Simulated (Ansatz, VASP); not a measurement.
This is a calculation of CoO for VASP 6.6.1.

The input INCAR:

```
PREC = Accurate
ENCUT = 600
EDIFF = 1E-6
ISMEAR = -1
SIGMA = 0.05
LREAL = F
LASPH = T
NELM = 150
ALGO = Normal
ISIF = 3
LWAVE = F
LCHARG = F
ISPIN = 2
MAGMOM = 2 0
LORBIT = 11
LMAXMIX = 4
GGA = PS
IBRION = 2
NSW = 60
EDIFFG = -0.02
```

KPOINTS

```
regular mesh
0
Gamma
  8 8 7
```

The input POSCAR:

```
CoO
1.0
    2.8284500000      0.0000000000      0.0000000000
   -1.4142300000      2.4495100000      0.0000000000
    0.0000000000      0.0000000000      2.7217200000
Co O
1 1
Direct
    0.0000000000      0.0000000000      0.5000000000
    0.6666700000      0.3333300000      0.0000000000
```

Potentials or basis: VASP PAW PBE potentials, release 64 (Co, O).

Command:

```bash
$ cat potpaw_PBE.64/Co/POTCAR potpaw_PBE.64/O/POTCAR > POTCAR
$ mpirun -np 1 vasp_std > vasp.out
```

Q: Set up the same calculation for Ansatz 0.2.0. Potentials there: Ansatz PAW.

A: As run (the cutoff follows the program's own potentials):

File input.yaml:

```yaml
crystal:
  lattice:
    - [2.82845, 0.0, 0.0]
    - [-1.41423, 2.44951, 0.0]
    - [0.0, 0.0, 2.72172]
  atoms:
    - { symbol: Co, position: [0.0, 0.0, 0.5], spin: 2.0 }
    - { symbol: O, position: [0.66667, 0.33333, 0.0] }
hamiltonian:
  xc: pbesol
  pseudopotentials: { kind: paw }
magnetization:
  spin_polarized: true
kpoints:
  mp_grid: { grid: [8, 8, 7] }
scf:
  occupations: { method: fermi_dirac, width: 0.05 }
output:
  forces: true
  stress: true
  eigenvalues: true
relax:
  f_tol: 0.01
  max_steps: 40
  cell: { stress_tol: 0.05 }
```

Potentials or basis: Ansatz PAW.

Run with:

```console
$ ansatz run input.yaml --threads 2 --pin off --max-ram 5632MiB --backend cpu --events-out ev --progress --plain --runs-dir out
```

Both were run:

|  | VASP | Ansatz | Ansatz less VASP |
| --- | --- | --- | --- |
| gap on the k mesh at the Fermi level, each at its own relaxed structure (eV) | none | none | - |
| net moment per atom (μB) | 1.50 | 1.50 | 0.000 |
| size of the moment on the site where the two differ most (μB) | 2.52 | 2.48 | -0.046 |
| relaxed volume (Å³/atom) | 8.93 | 8.96 | +0.029 |
| relaxed cell length with the largest relative difference (Å) | 2.684 | 2.690 | +0.0067 |

VASP's potentials were made for PBE, not for PBEsol. Site moments also hang on the region over which each program counts them. A gap of «none» marks a metal or a gap that the smearing closes. VASP's potentials hold 15 valence electrons a cell and Ansatz's 23, so a difference there can come from the potentials and not from the codes.

Noted on Ansatz's run: the plane-wave basis is chosen anew once the cell has moved, so the energies of steps on either side of that aren't comparable.
